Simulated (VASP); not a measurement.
# WSe2 in VASP: notebook

Runs on WSe2. Level: LDA. Tasks: single point.

All numbers are computed with VASP 6.6.1; they aren't measurements. Logs are shortened: lines on timing, memory, paths and dates and some standing lists are left out, and cuts for length are marked.

## Step 1: The cell of the first run

The cell holds a slab with vacuum, 3 atoms: a = 3.318 Å, b = 3.318 Å, c = 16.658 Å, α = 90.00°, β = 90.00°, γ = 120.00°.

## Step 2: Single point, LDA (atoms displaced along a vibrational mode)

INCAR reads:

```
ALGO = Normal
EDIFF = 1E-7
ENCUT = 520
GGA = CA
ISIF = 2
ISMEAR = 0
LASPH = T
LCHARG = F
LREAL = F
LWAVE = F
NBANDS = 20
NELM = 60
PREC = Accurate
SIGMA = 0.05
```

KPOINTS reads:

```
k-points
0
Gamma
  12 12 2
```

POSCAR reads:

```
WSe2
1.0
    3.3179375931      0.0000000000      0.0000000000
   -1.6589687966      2.8734182438      0.0000000000
    0.0000000000      0.0000000000     16.6581424200
W Se
1 2
Direct
    0.0000000000      0.0000000000      0.0000000000
    0.4215751095      0.7312641301      0.0997865200
    0.2450915572      0.6020692032      0.9002134800
```

Potentials or basis: VASP PAW LDA potentials, release 64 (W_sv, Se).

Command:

```
> cat potpaw_LDA.64/W_sv/POTCAR potpaw_LDA.64/Se/POTCAR > POTCAR
> mpirun -np 1 vasp_std > vasp.out
```

OUTCAR:

```text
EDIFF = 1E-7
   ENCUT = 520
   GGA = CA
   ISIF = 2
   ISMEAR = 0
   LASPH = T
   LREAL = F
   NELM = 60
   PREC = Accurate

 ion  position               nearest neighbor table
   1  0.000  0.000  0.000-   2 2.35   3 2.41   3 2.50   2 2.60   2 2.69   3 2.73
   2  0.422  0.731  0.100-   1 2.35   1 2.60   1 2.69
   3  0.245  0.602  0.900-   1 2.41   1 2.50   1 2.73

  LATTYP: Found a hexagonal cell.
 ALAT       =     3.3179375931
 C/A-ratio  =     5.0206316281

  Lattice vectors:

 A1 = (   3.3179375931,   0.0000000000,   0.0000000000)
 A2 = (  -1.6589687966,   2.8734182438,   0.0000000000)
 A3 = (   0.0000000000,   0.0000000000,  16.6581424200)

Analysis of symmetry for initial positions (statically):
=====================================================================
 Subroutine PRICEL returns:
 Original cell was already a primitive cell.

 Routine SETGRP: Setting up the symmetry group for a
 hexagonal supercell.

 Subroutine GETGRP returns: Found  1 space group operations
 (whereof  1 operations were pure point group operations)
 out of a pool of 24 trial point group operations.

The static configuration has the point symmetry C_1 .

Analysis of symmetry for dynamics (positions and initial velocities):
=====================================================================
 Subroutine PRICEL returns:
 Original cell was already a primitive cell.

 Routine SETGRP: Setting up the symmetry group for a
 hexagonal supercell.

 Subroutine GETGRP returns: Found  1 space group operations
 (whereof  1 operations were pure point group operations)
 out of a pool of 24 trial point group operations.

The dynamic configuration has the point symmetry C_1 .

 Subroutine INISYM returns: Found  1 space group operations
 (whereof  1 operations are pure point group operations),
 and found     1 'primitive' translations

----------------------------------------------------------------------------------------

                                     Primitive cell

  volume of cell :     158.8158

  direct lattice vectors                    reciprocal lattice vectors
     3.317937593  0.000000000  0.000000000     0.301392046  0.174008779  0.000000000
    -1.658968797  2.873418244  0.000000000     0.000000000  0.348017558  0.000000000
     0.000000000  0.000000000 16.658142420     0.000000000  0.000000000  0.060030703

  length of vectors
     3.317937593  3.317937593 16.658142420     0.348017558  0.348017558  0.060030703

  position of ions in fractional coordinates (direct lattice)
     0.000000000  0.000000000  0.000000000
     0.421575109  0.731264130  0.099786520
     0.245091557  0.602069203  0.900213480

  ion indices of the primitive-cell ions
   primitive index   ion index
                 1           1
                 2           2
                 3           3

----------------------------------------------------------------------------------------

 KPOINTS: k-points

Automatic generation of k-mesh.
 Grid dimensions read from file:
 generate k-points for:   12   12    2

 Generating k-lattice:

  Cartesian coordinates                     Fractional coordinates (reciprocal lattice)
     0.025116004  0.014500732  0.000000000     0.083333333  0.000000000  0.000000000
     0.000000000  0.029001463  0.000000000     0.000000000  0.083333333  0.000000000
     0.000000000  0.000000000  0.030015351     0.000000000  0.000000000  0.500000000

  Length of vectors
     0.029001463  0.029001463  0.030015351

  Shift w.r.t. Gamma in fractional coordinates (k-lattice)
     0.000000000  0.000000000  0.000000000

 Subroutine IBZKPT returns following result:
 ===========================================

 Found    148 irreducible k-points:

 Following reciprocal coordinates:
            Coordinates               Weight
  0.000000  0.000000  0.000000      1.000000
  0.083333  0.000000  0.000000      2.000000
  0.000000  0.083333  0.000000      2.000000
 -0.083333  0.083333  0.000000      2.000000
  0.166667  0.000000  0.000000      2.000000
  0.000000  0.166667  0.000000      2.000000
[... 16 lines left out ...]
  0.166667  0.083333  0.000000      2.000000
 -0.083333  0.250000  0.000000      2.000000
 [... further k-points ...]
   k-points           NKPTS =    148   k-points in BZ     NKDIM =    148   number of bands    NBANDS=     20
   number of dos      NEDOS =    301   number of ions     NIONS =      3
   total plane-waves  NPLWV =  98784
   dimension x,y,z NGX =    28 NGY =   28 NGZ =  126
   dimension x,y,z NGXF=    56 NGYF=   56 NGZF=  252
   ions per type =               1   2
   NGX,Y,Z   is equivalent  to a cutoff of  14.03, 14.03, 12.57 a.u.
   NGXF,Y,Z  is equivalent  to a cutoff of  28.06, 28.06, 25.15 a.u.
 SYSTEM =  unknown system
   PREC   = accura    normal or accurate (medium, high low for compatibility)
   ISTART =      0    job   : 0-new  1-cont  2-samecut
   ICHARG =      2    charge: 1-file 2-atom 10-const
   ISPIN  =      1    spin polarized calculation?
   LNONCOLLINEAR =      F non collinear calculations
   LSORBIT =      F    spin-orbit coupling
   LASPH  =      T    aspherical Exc in radial PAW
   ENCUT  =  520.0 eV  38.22 Ry    6.18 a.u.   6.17  6.17 30.97*2*pi/ulx,y,z
   NELM   =     60;   NELMIN=  2; NELMDL= -5     # of ELM steps
   EDIFF  = 0.1E-06   stopping-criterion for ELM
   LREAL  =      F    real-space projection
   EDIFFG = 0.1E-05   stopping-criterion for IOM
   NSW    =      0    number of steps for IOM
   IBRION =     -1    ionic relax: 0-MD 1-quasi-New 2-CG
   NFREE  =      0    steps in history (QN), initial steepest desc. (CG)
   ISIF   =      2    stress and relaxation
   ISYM   =      2    0-nonsym 1-usesym 2-fastsym
   POTIM  = 0.5000    time-step for ionic-motion
   TEBEG  =    0.0;   TEEND  =   0.0 temperature during run
   PSTRESS=    0.0 pullay stress
   NELECT =      26.0000    total number of electrons
   NUPDOWN=      -1.0000    fix difference up-down
   EMIN   =  10.00;   EMAX   =-10.00  energy-range for DOS
   EFERMI =   0.00;   METHOD = LEGACY
   ISMEAR =     0;   SIGMA  =   0.05  broadening in eV -4-tet -1-fermi 0-gaus
   EFERMI_NEDOS =   21; number of points for ismear=-14 and -15
   IALGO  =     38    algorithm
   IMIX   =      4    mixing-type and parameters
     AMIX     =   0.40;   BMIX     =  1.00
     AMIX_MAG =   1.60;   BMIX_MAG =  1.00
  volume/ion in A,a.u.               =      52.94       357.25
  Fermi-wavevector in a.u.,A,eV,Ry     =   0.895574  1.692389 10.912587  0.802053
  Thomas-Fermi vector in A             =   2.017923
   LORBIT       =      0    0 simple, 1 ext, 2 COOP (PROOUT), +10 PAW based schemes
   GGA     = CA    functional components
   LHFCALC =     F    Hartree Fock is set to
   AEXX    =    0.0000 exact exchange contribution
   IVDW    =     0    specifies the selected vdW correction
   LEPSILON=     F    determine dielectric tensor
   LRPA    =     F    only Hartree local field effects (RPA)
 non-spin polarized calculation
 Gauss-broadening in eV      SIGMA  =   0.05
  energy-cutoff  :      520.00
  volume of cell :      158.82
 maximum number of plane-waves:      4302
 NGX is ok and might be reduce to    28
   NGX = 13   NGY = 13   NGZ = 61

 number of electron      25.9999999 magnetization

 Free energy of the ion-electron system (eV)
  ---------------------------------------------------
  ext. energy  EPLUGINS =         0.00000000
  ---------------------------------------------------
  free energy    TOTEN  =       -23.51346639 eV

  energy without entropy =      -23.51346639  energy(sigma->0) =      -23.51346639

 E-fermi :  -0.6719     XC(G=0):  -4.8644

 val. band max:       -0.9897004696   @ k =   0.3333   0.3333   0.0000
 cond. band min:       0.4132084143   @ k =   0.3333   0.3333   0.5000
 fundamental gap:      1.4029088839
 Fermi energy:        -0.6718950131

 k-point     1 :       0.0000    0.0000    0.0000
  band No.  band energies     occupation
      1     -74.6421      2.00000
      2     -39.1613      2.00000
      3     -39.0490      2.00000
      4     -39.0308      2.00000
      5     -15.8078      2.00000
      6     -14.5198      2.00000
[... 12 lines left out ...]
     19       4.1197      0.00000
     20       4.4588      0.00000

 k-point     2 :       0.0833    0.0000    0.0000
  band No.  band energies     occupation
      1     -74.6415      2.00000
      2     -39.1586      2.00000
      3     -39.0633      2.00000
      4     -39.0346      2.00000
      5     -15.7072      2.00000
      6     -14.4709      2.00000
[... 12 lines left out ...]
     19       4.2577      0.00000
     20       4.7419      0.00000

 k-point     3 :       0.0000    0.0833    0.0000
  band No.  band energies     occupation
      1     -74.6415      2.00000
      2     -39.1586      2.00000
      3     -39.0593      2.00000
      4     -39.0388      2.00000
      5     -15.7068      2.00000
      6     -14.4712      2.00000
[... 12 lines left out ...]
     19       4.2619      0.00000
     20       4.7656      0.00000

 k-point     4 :      -0.0833    0.0833    0.0000
  band No.  band energies     occupation
      1     -74.6415      2.00000
      2     -39.1585      2.00000
      3     -39.0545      2.00000
      4     -39.0437      2.00000
      5     -15.7064      2.00000
      6     -14.4715      2.00000
[... 12 lines left out ...]
     19       4.2667      0.00000
     20       4.7856      0.00000

 k-point     5 :       0.1667    0.0000    0.0000
  band No.  band energies     occupation
      1     -74.6398      2.00000
      2     -39.1516      2.00000
      3     -39.1024      2.00000
      4     -39.0444      2.00000
      5     -15.4189      2.00000
      6     -14.3317      2.00000
[... 12 lines left out ...]
     19       4.6373      0.00000
     20       5.3444      0.00000
[... 353 lines left out ...]
      6     -14.3786      2.00000
[... 12 lines left out ...]
     19       4.5267      0.00000
     20       5.2860      0.00000

 k-point    22 :      -0.1667    0.0833    0.0000
  band No.  band energies     occupation
      1     -74.6403      2.00000
      2     -39.1535      2.00000
      3     -39.0843      2.00000
      4     -39.0476      2.00000
      5     -15.5115      2.00000
      6     -14.3777      2.00000
[... 12 lines left out ...]
     19       4.5255      0.00000
     20       5.2527      0.00000

 k-point    23 :       0.1667    0.0833    0.0000
  band No.  band energies     occupation
      1     -74.6383      2.00000
      2     -39.1487      2.00000
      3     -39.1310      2.00000
      4     -39.0548      2.00000
      5     -15.1513      2.00000
      6     -14.2032      2.00000
[... 12 lines left out ...]
     19       4.9920      0.00000
     20       5.7835      0.00000

 k-point    24 :      -0.0833    0.2500    0.0000
  band No.  band energies     occupation
      1     -74.6382      2.00000
      2     -39.1448      2.00000
      3     -39.1218      2.00000
      4     -39.0686      2.00000
      5     -15.1470      2.00000
      6     -14.2071      2.00000
[... 12 lines left out ...]
     19       4.9900      0.00000
     20       5.8611      0.00000

 [... further k-points ...]

------------------------ aborting loop because EDIFF is reached ----------------------------------------

  FORCE on cell =-STRESS in cart. coord.  units (eV):
  Direction    XX          YY          ZZ          XY          YZ          ZX
  --------------------------------------------------------------------------------------
  -------------------------------------------------------------------------------------
  Total       -1.3917745     -1.4206707      1.3684251      0.0616268     -5.0704335     -5.0732265
  in kB      -14.0406050    -14.3321185     13.8050505      0.6217087    -51.1519321    -51.1801094
  external PRESSURE =      -4.8558910 kB  Pullay stress =       0.0000000 kB

 VOLUME and BASIS-vectors are now :
 -----------------------------------------------------------------------------
  energy-cutoff  :      520.00
  volume of cell :      158.82
      direct lattice vectors                 reciprocal lattice vectors
     3.317937593  0.000000000  0.000000000     0.301392046  0.174008779  0.000000000
    -1.658968797  2.873418244  0.000000000     0.000000000  0.348017558  0.000000000
     0.000000000  0.000000000 16.658142420     0.000000000  0.000000000  0.060030703

 POSITION                                       TOTAL-FORCE (eV/Angst)
 -----------------------------------------------------------------------------------
      0.00000      0.00000      0.00000         0.913254      0.001500     -0.194527
      0.18562      2.10123      1.66226        -1.982699     -1.526036      0.512384
     -0.18562      1.73000     14.99588         1.069445      1.524537     -0.317857
 -----------------------------------------------------------------------------------
    total drift:                                0.000162      0.000123     -0.000003

  FREE ENERGIE OF THE ION-ELECTRON SYSTEM (eV)
  ---------------------------------------------------
  free  energy   TOTEN  =       -23.5134663929 eV

  energy  without entropy=      -23.5134663929  energy(sigma->0) =      -23.51346639
```

It took 5.5 min on 1 thread of Intel Xeon 6975P-C (Granite Rapids), shared host; peak memory 0.58 GiB.

Results:

* Free energy: -23.5135 eV
* Largest force: 2.554 eV/Å
* Band gap on the k mesh: 1.40 eV

Forces on the atoms (eV/Å):
```
W    0.913  0.002 -0.195
Se  -1.983 -1.526  0.512
Se   1.069  1.525 -0.318
```

Caveat: the cell differs from its parent crystal (atoms displaced along a vibrational mode); spin-orbit coupling is left out, which moves the levels of the heavy elements.

## Step 3: Single point, LDA (atoms displaced along a vibrational mode)

INCAR reads:

```
SYSTEM = WSe2
PREC = Accurate
ENCUT = 520
EDIFF = 1E-7
ISMEAR = 0
SIGMA = 0.05
LREAL = .False.
LASPH = .True.
NELM = 100
ALGO = Normal
ISIF = 2
LWAVE = .False.
LCHARG = .False.
GGA = CA
NBANDS = 20
```

KPOINTS reads:

```
Automatic mesh
0
Gamma
  12 12 2
  0 0 0
```

POSCAR reads:

```
WSe2
1.0
    3.3179375931      0.0000000000      0.0000000000
   -1.6589687966      2.8734182438      0.0000000000
    0.0000000000      0.0000000000     16.6581424200
W Se
1 2
Direct
    0.0000000000      0.0000000000      0.0000000000
    0.3963631734      0.7128077120      0.0997865200
    0.2703034932      0.6205256213      0.9002134800
```

Potentials or basis: VASP PAW LDA potentials, release 64 (W_sv, Se).

Command:

```
> cat potpaw_LDA.64/W_sv/POTCAR potpaw_LDA.64/Se/POTCAR > POTCAR
> mpirun -np 1 vasp_std > vasp.out
```

OUTCAR:

```text
SYSTEM = WSe2
   PREC = Accurate
   ENCUT = 520
   EDIFF = 1E-7
   ISMEAR = 0
   LREAL = .False.
   LASPH = .True.
   NELM = 100
   ISIF = 2
   GGA = CA

 ion  position               nearest neighbor table
   1  0.000  0.000  0.000-   2 2.40   3 2.44   3 2.51   2 2.58   2 2.64   3 2.68
   2  0.396  0.713  0.100-   1 2.40   1 2.58   1 2.64
   3  0.270  0.621  0.900-   1 2.44   1 2.51   1 2.68

  LATTYP: Found a hexagonal cell.
 ALAT       =     3.3179375931
 C/A-ratio  =     5.0206316281

  Lattice vectors:

 A1 = (   3.3179375931,   0.0000000000,   0.0000000000)
 A2 = (  -1.6589687966,   2.8734182438,   0.0000000000)
 A3 = (   0.0000000000,   0.0000000000,  16.6581424200)

Analysis of symmetry for initial positions (statically):
=====================================================================
 Subroutine PRICEL returns:
 Original cell was already a primitive cell.

 Routine SETGRP: Setting up the symmetry group for a
 hexagonal supercell.

 Subroutine GETGRP returns: Found  1 space group operations
 (whereof  1 operations were pure point group operations)
 out of a pool of 24 trial point group operations.

The static configuration has the point symmetry C_1 .

[... 162 lines left out ...]

 E-fermi :  -0.6474     XC(G=0):  -4.8644

 val. band max:       -1.0340871241   @ k =   0.3333   0.3333   0.0000
 cond. band min:       0.4239890521   @ k =   0.3333   0.3333   0.5000
 fundamental gap:      1.4580761763
 Fermi energy:        -0.6473780036

 k-point     1 :       0.0000    0.0000    0.0000
  band No.  band energies     occupation
      1     -74.6515      2.00000
      2     -39.1561      2.00000
      3     -39.0442      2.00000
      4     -39.0345      2.00000
      5     -15.7938      2.00000
      6     -14.5082      2.00000
[... 541 lines left out ...]
     19       4.9840      0.00000
     20       5.8156      0.00000

 [... further k-points ...]

------------------------ aborting loop because EDIFF is reached ----------------------------------------

  FORCE on cell =-STRESS in cart. coord.  units (eV):
  Direction    XX          YY          ZZ          XY          YZ          ZX
  --------------------------------------------------------------------------------------
  -------------------------------------------------------------------------------------
  Total       -1.7640838     -1.7715983      0.1562797      0.0338324     -3.6458799     -3.6463945
  in kB      -17.7965642    -17.8723723      1.5765930      0.3413104    -36.7806430    -36.7858337
  external PRESSURE =     -11.3641145 kB  Pullay stress =       0.0000000 kB

 VOLUME and BASIS-vectors are now :
 -----------------------------------------------------------------------------
  energy-cutoff  :      520.00
  volume of cell :      158.82
      direct lattice vectors                 reciprocal lattice vectors
     3.317937593  0.000000000  0.000000000     0.301392046  0.174008779  0.000000000
    -1.658968797  2.873418244  0.000000000     0.000000000  0.348017558  0.000000000
     0.000000000  0.000000000 16.658142420     0.000000000  0.000000000  0.060030703

 POSITION                                       TOTAL-FORCE (eV/Angst)
 -----------------------------------------------------------------------------------
      0.00000      0.00000      0.00000         0.468122      0.000363     -0.071053
      0.13258      2.04819      1.66226        -1.330970     -1.096940      0.086066
     -0.13258      1.78303     14.99588         0.862848      1.096577     -0.015013
 -----------------------------------------------------------------------------------
    total drift:                               -0.000208      0.000110      0.000001

  FREE ENERGIE OF THE ION-ELECTRON SYSTEM (eV)
  ---------------------------------------------------
  free  energy   TOTEN  =       -23.7917917258 eV

  energy  without entropy=      -23.7917917258  energy(sigma->0) =      -23.79179173
```

OSZICAR:

```text
N       E                     dE             d eps       ncg     rms          rms(c)
DAV:   1     0.165926954800E+03    0.16593E+03   -0.11950E+04  7088   0.110E+03
DAV:   2    -0.114390084014E+02   -0.17737E+03   -0.17169E+03  7616   0.256E+02
DAV:   3    -0.246098594486E+02   -0.13171E+02   -0.13060E+02  8012   0.639E+01
[... 14 lines left out ...]
DAV:  18    -0.237917877148E+02   -0.24976E-04   -0.15660E-06  6560   0.413E-03    0.137E-03
DAV:  19    -0.237917894695E+02   -0.17547E-05   -0.37543E-08  6792   0.687E-04    0.793E-04
DAV:  20    -0.237917912883E+02   -0.18187E-05   -0.57350E-08  5328   0.719E-04    0.573E-04
DAV:  21    -0.237917916759E+02   -0.38760E-06   -0.13096E-08  5632   0.421E-04    0.109E-04
DAV:  22    -0.237917917258E+02   -0.49892E-07   -0.12642E-09  4668   0.112E-04
   1 F= -.23791792E+02 E0= -.23791792E+02  d E =-.411450E-29
```

stdout:

```text
POSCAR found type information on POSCAR W Se
 POSCAR found :  2 types and       3 ions
 scaLAPACK will be used
 LDA part: xc-table for (Slater(with rela. corr.)+CA(PZ))
 , standard interpolation
 POSCAR, INCAR and KPOINTS ok, starting setup
 FFT: planning ... GRIDC
 FFT: planning ... GRID_SOFT
 FFT: planning ... GRID
 WAVECAR not read
 entering main loop
```

It took 6.2 min on 1 thread of Intel Xeon 6975P-C (Granite Rapids), shared host; peak memory 0.58 GiB.

Results:

```yaml
Free_energy: -23.7918 eV
Largest_force: 1.727 eV/Å
Band_gap_on_the_k_mesh: 1.46 eV
```

Forces on the atoms (eV/Å):
```
W    0.468  0.000 -0.071
Se  -1.331 -1.097  0.086
Se   0.863  1.097 -0.015
```

Caveat: the cell differs from its parent crystal (atoms displaced along a vibrational mode); spin-orbit coupling is left out, which moves the levels of the heavy elements.
